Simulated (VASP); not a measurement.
A run of VASP 6.6.1 is set up as follows.

The input INCAR:

```
PREC = Accurate
ENCUT = 600
EDIFF = 1E-6
ISMEAR = -1
SIGMA = 0.05
LREAL = False
LASPH = True
NELM = 100
ALGO = Normal
ISIF = 4
LWAVE = False
LCHARG = False
GGA = PE
IBRION = 2
NSW = 50
EDIFFG = -0.005
```

The input KPOINTS:

```
Automatic mesh
0
Gamma
  15 15 13
```

POSCAR

```
TaN
1.0
    2.5423634436      0.0000000000      0.0000000000
   -1.2711817218      2.2017513278      0.0000000000
    0.0000000000      0.0000000000      2.4971851519
Ta N
1 1
Direct
    0.0000000000      0.0000000000      0.0000000000
    0.3333333333      0.6666666667      0.5000000000
```

Potentials or basis: VASP PAW PBE potentials, release 64 (Ta_pv, N).

Run with:

```sh
$ cat potpaw_PBE.64/Ta_pv/POTCAR potpaw_PBE.64/N/POTCAR > POTCAR
$ mpirun -np 1 vasp_std > vasp.out
```

(1) What does it give for the band gap on the k mesh?

Answers

(1) zero (bands 8 and 9 overlap by 1.75 eV).

Caveat: spin-orbit coupling is left out, which moves the levels of the heavy elements.
